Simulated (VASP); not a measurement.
Crystal: AsHF.

```xyz
3
Lattice="2.2851 0.0000 0.0000 0.0000 4.3085 0.0000 0.0000 0.0000 4.8841" Properties=species:S:1:pos:R:3 pbc="T T T"
H     0.0000    0.0000    0.0000
As    0.0000    2.1543    2.4420
F     0.0000    0.0000    2.4420
```

The cell was built from a structure type or drawn by symmetry, and may not be a known phase.

```yaml
Program: VASP 6.6.1
Task: relaxation of cell and atoms
Functional: PBE
Potentials_or_basis: VASP PAW PBE potentials, release 64 (H, As, F)
Cutoff: 600 eV
k_mesh: 8 × 4 × 4
Occupations: gaussian, width 0.1 eV
Spin: no spin polarisation
```

At the start: pressure 4.6 GPa; volume 16.03 Å³/atom.

Task: How do energy, volume and symmetry change on relaxing?

Result: Over 10 steps the energy falls by 133.7 meV/atom and the volume is 16.91 Å³/atom (+5.5 %); space group Pmmm (No. 47, to 0.1 Å) before and after.

The path:
```
step  energy change (eV)  largest force (eV/Å)  pressure (GPa)  volume (Å³)
   1              0.0000                0.0000            4.56        48.09
   2             -0.3882                0.0000           -1.65        50.98
   3             -0.3894                0.0000           -1.50        50.75
   4             -0.3895                0.0000           -1.54        50.80
   5             -0.3976                0.0000            0.51        49.71
   6             -0.3984                0.0000            0.01        49.96
   7             -0.3992                0.0000            0.13        49.94
   8             -0.3995                0.0000            0.25        49.93
   9             -0.4000                0.0000            0.19        50.13
  10             -0.4012                0.0000            0.04        50.73
```

Final structure:
```yaml
crystal:
  lattice:
    - [2.50667, 0.00000, 0.00000]
    - [0.00000, 4.05500, 0.00000]
    - [0.00000, 0.00000, 4.99090]
  atoms:
    - { symbol: H, position: [0.00000, 0.00000, 0.00000] }
    - { symbol: As, position: [0.00000, 0.50000, 0.50000] }
    - { symbol: F, position: [0.00000, 0.00000, 0.50000] }
```

Caveat: the k points lie up to 0.39 Å⁻¹ apart in the final cell, too coarse for converged energies and pressures of a metal; an odd number of electrons without spin polarisation forces a metal; a magnetic or distorted state may lie lower.
